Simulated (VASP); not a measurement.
# BiB (I-4m2) in VASP: single point with PBE

Aim: the single point of BiB with PBE.

Everything below comes from runs of VASP 6.6.1. Logs are shortened: lines on timing, memory, paths and dates and some standing lists are left out, and cuts for length are marked.

## Step 1: The cell of the first run

The structure is tetragonal, space group I-4m2 (No. 119). The conventional cell has a = 4.017 Å, b = 4.017 Å, c = 5.490 Å, α = 90.00°, β = 90.00°, γ = 90.00°. B (site symmetry -4m2) has 4 Bi at 2.43 Å within 3.2 Å. Bi (site symmetry -4m2) has 4 B at 2.43 Å within 3.2 Å.

## Step 2: Single point, PBE (biaxial xy strain +3.5%)

Input file INCAR:

```
PREC = Accurate
ENCUT = 520
EDIFF = 1E-6
ISMEAR = -1
SIGMA = 0.02
LREAL = False
LASPH = True
NELM = 100
ALGO = Normal
ISIF = 2
LWAVE = False
LCHARG = True
GGA = PE
LELF = True
LVHAR = True
NBANDS = 16
```

Input file KPOINTS:

```
Automatic mesh
0
Gamma
  8 8 8
```

Input file POSCAR:

```
BiB
1.0
    0.0000000000      2.8401216104      2.7448744664
    2.8401216104      0.0000000000      2.7448744664
    2.8401216104      2.8401216104      0.0000000000
B Bi
1 1
Direct
    0.0000000000      0.0000000000      0.0000000000
    0.2500000000      0.2500000000      0.2500000000
```

Potentials or basis: VASP PAW PBE potentials, release 64 (B, Bi_d).

On the command line:

```
cat potpaw_PBE.64/B/POTCAR potpaw_PBE.64/Bi_d/POTCAR > POTCAR
mpirun -np 1 vasp_std > vasp.out
```

OUTCAR:

```text
PREC = Accurate
   ENCUT = 520
   EDIFF = 1E-6
   ISMEAR = -1
   LREAL = False
   LASPH = True
   NELM = 100
   ISIF = 2
   GGA = PE

 ion  position               nearest neighbor table
   1  0.000  0.000  0.000-   2 2.43   2 2.43   2 2.43   2 2.43
   2  0.250  0.250  0.250-   1 2.43   1 2.43   1 2.43   1 2.43

  LATTYP: Found a body centered tetragonal cell.
 ALAT       =     4.0165385002
 C/A-ratio  =     1.3667860852

  Lattice vectors:

 A1 = (   0.0000000000,  -2.8401216104,  -2.7448744664)
 A2 = (   0.0000000000,   2.8401216104,  -2.7448744664)
 A3 = (   2.8401216104,   0.0000000000,   2.7448744664)

Analysis of symmetry for initial positions (statically):
=====================================================================
 Subroutine PRICEL returns:
 Original cell was already a primitive cell.

 Routine SETGRP: Setting up the symmetry group for a
 body centered tetragonal supercell.

 Subroutine GETGRP returns: Found  8 space group operations
 (whereof  8 operations were pure point group operations)
 out of a pool of 16 trial point group operations.

The static configuration has the point symmetry D_2d.

Analysis of symmetry for dynamics (positions and initial velocities):
=====================================================================
 Subroutine PRICEL returns:
 Original cell was already a primitive cell.

 Routine SETGRP: Setting up the symmetry group for a
 body centered tetragonal supercell.

 Subroutine GETGRP returns: Found  8 space group operations
 (whereof  8 operations were pure point group operations)
 out of a pool of 16 trial point group operations.

The dynamic configuration has the point symmetry D_2d.

 Subroutine INISYM returns: Found  8 space group operations
 (whereof  8 operations are pure point group operations),
 and found     1 'primitive' translations

----------------------------------------------------------------------------------------

                                     Primitive cell

  volume of cell :      44.2819

  direct lattice vectors                    reciprocal lattice vectors
     0.000000000  2.840121610  2.744874466    -0.176048800  0.176048800  0.182157693
     2.840121610  0.000000000  2.744874466     0.176048800 -0.176048800  0.182157693
     2.840121610  2.840121610  0.000000000     0.176048800  0.176048800 -0.182157693

  length of vectors
     3.949762853  3.949762853  4.016538500     0.308492763  0.308492763  0.308492763

  position of ions in fractional coordinates (direct lattice)
     0.000000000  0.000000000  0.000000000
     0.250000000  0.250000000  0.250000000

  ion indices of the primitive-cell ions
   primitive index   ion index
                 1           1
                 2           2

----------------------------------------------------------------------------------------

 KPOINTS: Automatic mesh

Automatic generation of k-mesh.
 Grid dimensions read from file:
 generate k-points for:    8    8    8

 Generating k-lattice:

  Cartesian coordinates                     Fractional coordinates (reciprocal lattice)
    -0.022006100  0.022006100  0.022769712     0.125000000  0.000000000  0.000000000
     0.022006100 -0.022006100  0.022769712     0.000000000  0.125000000  0.000000000
     0.022006100  0.022006100 -0.022769712    -0.000000000 -0.000000000  0.125000000

  Length of vectors
     0.038561595  0.038561595  0.038561595

  Shift w.r.t. Gamma in fractional coordinates (k-lattice)
     0.000000000  0.000000000  0.000000000

 Subroutine IBZKPT returns following result:
 ===========================================

 Found     59 irreducible k-points:

 Following reciprocal coordinates:
            Coordinates               Weight
  0.000000  0.000000  0.000000      1.000000
  0.125000  0.000000  0.000000      8.000000
  0.250000  0.000000  0.000000      8.000000
  0.375000 -0.000000  0.000000      8.000000
  0.500000  0.000000  0.000000      4.000000
  0.125000  0.125000  0.000000      2.000000
[... 16 lines left out ...]
  0.250000  0.000000  0.125000     16.000000
  0.375000 -0.000000  0.125000     16.000000
 [... further k-points ...]
   k-points           NKPTS =     59   k-points in BZ     NKDIM =     59   number of bands    NBANDS=     16
   number of dos      NEDOS =    301   number of ions     NIONS =      2
   total plane-waves  NPLWV =  27000
   dimension x,y,z NGX =    30 NGY =   30 NGZ =   30
   dimension x,y,z NGXF=    60 NGYF=   60 NGZF=   60
   ions per type =               1   1
   NGX,Y,Z   is equivalent  to a cutoff of  12.63, 12.63, 12.42 a.u.
   NGXF,Y,Z  is equivalent  to a cutoff of  25.25, 25.25, 24.83 a.u.
 SYSTEM =  unknown system
   PREC   = accura    normal or accurate (medium, high low for compatibility)
   ISTART =      0    job   : 0-new  1-cont  2-samecut
   ICHARG =      2    charge: 1-file 2-atom 10-const
   ISPIN  =      1    spin polarized calculation?
   LNONCOLLINEAR =      F non collinear calculations
   LSORBIT =      F    spin-orbit coupling
   LASPH  =      T    aspherical Exc in radial PAW
   ENCUT  =  520.0 eV  38.22 Ry    6.18 a.u.   7.34  7.34  7.47*2*pi/ulx,y,z
   NELM   =    100;   NELMIN=  2; NELMDL= -5     # of ELM steps
   EDIFF  = 0.1E-05   stopping-criterion for ELM
   LREAL  =      F    real-space projection
   EDIFFG = 0.1E-04   stopping-criterion for IOM
   NSW    =      0    number of steps for IOM
   IBRION =     -1    ionic relax: 0-MD 1-quasi-New 2-CG
   NFREE  =      0    steps in history (QN), initial steepest desc. (CG)
   ISIF   =      2    stress and relaxation
   ISYM   =      2    0-nonsym 1-usesym 2-fastsym
   POTIM  = 0.5000    time-step for ionic-motion
   TEBEG  =    0.0;   TEEND  =   0.0 temperature during run
   PSTRESS=    0.0 pullay stress
   NELECT =      18.0000    total number of electrons
   NUPDOWN=      -1.0000    fix difference up-down
   EMIN   =  10.00;   EMAX   =-10.00  energy-range for DOS
   EFERMI =   0.00;   METHOD = LEGACY
   ISMEAR =    -1;   SIGMA  =   0.02  broadening in eV -4-tet -1-fermi 0-gaus
   EFERMI_NEDOS =   21; number of points for ismear=-14 and -15
   IALGO  =     38    algorithm
   IMIX   =      4    mixing-type and parameters
     AMIX     =   0.40;   BMIX     =  1.00
     AMIX_MAG =   1.60;   BMIX_MAG =  1.00
  volume/ion in A,a.u.               =      22.14       149.41
  Fermi-wavevector in a.u.,A,eV,Ry     =   1.212710  2.291689 20.009612  1.470665
  Thomas-Fermi vector in A             =   2.348185
   LORBIT       =      0    0 simple, 1 ext, 2 COOP (PROOUT), +10 PAW based schemes
   GGA     = PE    functional components
   LHFCALC =     F    Hartree Fock is set to
   AEXX    =    0.0000 exact exchange contribution
   IVDW    =     0    specifies the selected vdW correction
   LEPSILON=     F    determine dielectric tensor
   LRPA    =     F    only Hartree local field effects (RPA)
 non-spin polarized calculation
  energy-cutoff  :      520.00
  volume of cell :       44.28
 maximum number of plane-waves:      1219
 NGX is ok and might be reduce to    30
   NGX = 15   NGY = 15   NGZ = 15

 number of electron      18.0000003 magnetization

 Free energy of the ion-electron system (eV)
  ---------------------------------------------------
  ext. energy  EPLUGINS =         0.00000000
  ---------------------------------------------------
  free energy    TOTEN  =        -8.96100511 eV

  energy without entropy =       -8.96099627  energy(sigma->0) =       -8.96100069

 E-fermi :   6.3675     XC(G=0):  -9.7158

 val. band max:        6.2572991139   @ k =   0.0000   0.0000   0.0000
 cond. band min:       6.4942649404   @ k =   0.5000   0.0000   0.0000
 fundamental gap:      0.2369658265
 Fermi energy:         6.3674899392

 k-point     1 :       0.0000    0.0000    0.0000
  band No.  band energies     occupation
      1     -16.6682      2.00000
      2     -16.6682      2.00000
      3     -16.6539      2.00000
      4     -16.6022      2.00000
      5     -16.5985      2.00000
      6      -7.2714      2.00000
[... 8 lines left out ...]
     15      16.5637      0.00000
     16      16.5637      0.00000

 k-point     2 :       0.1250    0.0000    0.0000
  band No.  band energies     occupation
      1     -16.6657      2.00000
      2     -16.6633      2.00000
      3     -16.6510      2.00000
      4     -16.6024      2.00000
      5     -16.5977      2.00000
      6      -7.0876      2.00000
[... 8 lines left out ...]
     15      15.6662      0.00000
     16      15.8878      0.00000

 k-point     3 :       0.2500    0.0000    0.0000
  band No.  band energies     occupation
      1     -16.6620      2.00000
      2     -16.6541      2.00000
      3     -16.6448      2.00000
      4     -16.6002      2.00000
      5     -16.5932      2.00000
      6      -6.5645      2.00000
[... 8 lines left out ...]
     15      15.4764      0.00000
     16      15.7009      0.00000

 k-point     4 :       0.3750   -0.0000    0.0000
  band No.  band energies     occupation
      1     -16.6597      2.00000
      2     -16.6491      2.00000
      3     -16.6417      2.00000
      4     -16.5935      2.00000
      5     -16.5844      2.00000
      6      -5.8452      2.00000
[... 8 lines left out ...]
     15      16.3527      0.00000
     16      16.3978      0.00000
[... 324 lines left out ...]
 k-point    22 :       0.1250    0.0000    0.1250
  band No.  band energies     occupation
      1     -16.6725      2.00000
      2     -16.6579      2.00000
      3     -16.6458      2.00000
      4     -16.6034      2.00000
      5     -16.5971      2.00000
      6      -7.0308      2.00000
[... 8 lines left out ...]
     15      14.2660      0.00000
     16      17.1404      0.00000

 k-point    23 :       0.2500    0.0000    0.1250
  band No.  band energies     occupation
      1     -16.6726      2.00000
      2     -16.6476      2.00000
      3     -16.6381      2.00000
      4     -16.6045      2.00000
      5     -16.5933      2.00000
      6      -6.6220      2.00000
[... 8 lines left out ...]
     15      15.1746      0.00000
     16      16.8676      0.00000

 k-point    24 :       0.3750   -0.0000    0.1250
  band No.  band energies     occupation
      1     -16.6670      2.00000
      2     -16.6422      2.00000
      3     -16.6347      2.00000
      4     -16.5992      2.00000
      5     -16.5872      2.00000
      6      -5.9508      2.00000
[... 8 lines left out ...]
     15      15.7618      0.00000
     16      17.1968      0.00000

 [... further k-points ...]

------------------------ aborting loop because EDIFF is reached ----------------------------------------

  FORCE on cell =-STRESS in cart. coord.  units (eV):
  Direction    XX          YY          ZZ          XY          YZ          ZX
  --------------------------------------------------------------------------------------
  -------------------------------------------------------------------------------------
  Total       -1.1649924     -1.1649924     -0.4193892      0.0000000      0.0000000      0.0000000
  in kB      -42.1509435    -42.1509435    -15.1740490      0.0000000      0.0000000      0.0000000
  external PRESSURE =     -33.1586453 kB  Pullay stress =       0.0000000 kB

 VOLUME and BASIS-vectors are now :
 -----------------------------------------------------------------------------
  energy-cutoff  :      520.00
  volume of cell :       44.28
      direct lattice vectors                 reciprocal lattice vectors
     0.000000000  2.840121610  2.744874466    -0.176048800  0.176048800  0.182157693
     2.840121610  0.000000000  2.744874466     0.176048800 -0.176048800  0.182157693
     2.840121610  2.840121610  0.000000000     0.176048800  0.176048800 -0.182157693

 POSITION                                       TOTAL-FORCE (eV/Angst)
 -----------------------------------------------------------------------------------
      0.00000      0.00000      0.00000        -0.000000     -0.000000      0.000000
      1.42006      1.42006      1.37244         0.000000      0.000000     -0.000000
 -----------------------------------------------------------------------------------
    total drift:                                0.000000      0.000000      0.000000

  FREE ENERGIE OF THE ION-ELECTRON SYSTEM (eV)
  ---------------------------------------------------
  free  energy   TOTEN  =        -8.9610051131 eV

  energy  without entropy=       -8.9609962749  energy(sigma->0) =       -8.96100069
```

Wall time 22 s (1 thread of Intel Xeon 6975P-C (Granite Rapids), shared host); peak memory 0.19 GiB.

Results:

* Free energy: -8.9610 eV
* Pressure: -3.3 GPa
* Band gap on the k mesh: 0.24 eV (least direct gap 0.25 eV)

Caveat: the cell differs from its parent crystal (biaxial xy strain +3.5%); the cell stands under tension; spin-orbit coupling is left out, which moves the levels of the heavy elements. A k mesh can miss the band edges.
